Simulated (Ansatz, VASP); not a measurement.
# Two plane-wave programs on C

```
CELL_PARAMETERS angstrom
0.00000 1.41918 -3.28297
-2.45809 0.00000 0.00000
3.27746 10.40732 0.54716
ATOMIC_POSITIONS crystal
C 0.84469 0.75551 0.86663
C 0.71135 0.68884 0.06663
C 0.74469 0.45551 0.26663
C 0.77802 0.22218 0.46663
C 0.81135 0.98884 0.66663
C 0.72198 0.27782 0.13337
C 0.75531 0.04449 0.33337
C 0.78865 0.81116 0.53337
C 0.82198 0.57782 0.73337
C 0.85531 0.34449 0.93337
```

Alike in both runs: task single point; functional PBEsol; dispersion D3(BJ); k mesh 8 × 11 × 3; occupations gaussian, width 0.05 eV; no spin polarisation.

|  | VASP | Ansatz |
| --- | --- | --- |
| version | VASP 6.6.1 | Ansatz 0.2.0 |
| potentials or method | VASP PAW PBE potentials, release 64 (C), cutoff 520 eV | scalar-relativistic, plane waves, PAW |
| valence electrons in the cell | 40 | 40 |

VASP gave:

| Property | Result |
| --- | --- |
| gap on the k mesh at the Fermi level (eV) | 0.34 |
| least direct gap on the mesh (eV) | 0.34 |
| pressure (GPa) | 7.5 |
| traceless stress, the component that is largest in VASP (GPa) | 13.98 |
| rms of the force components (eV/Å) | 1.654 |

Question: Estimate Ansatz's values.

Answer: gap on the k mesh at the Fermi level (eV): 0.35; least direct gap on the mesh (eV): 0.35; pressure (GPa): 6.7; traceless stress, the component that is largest in VASP (GPa): 13.99; rms of the force components (eV/Å): 1.659.

VASP's potentials were made for PBE, not for PBEsol, and Ansatz warns of the same on its side. Atom by atom the forces differ by 0.011 eV/Å (rms over components).
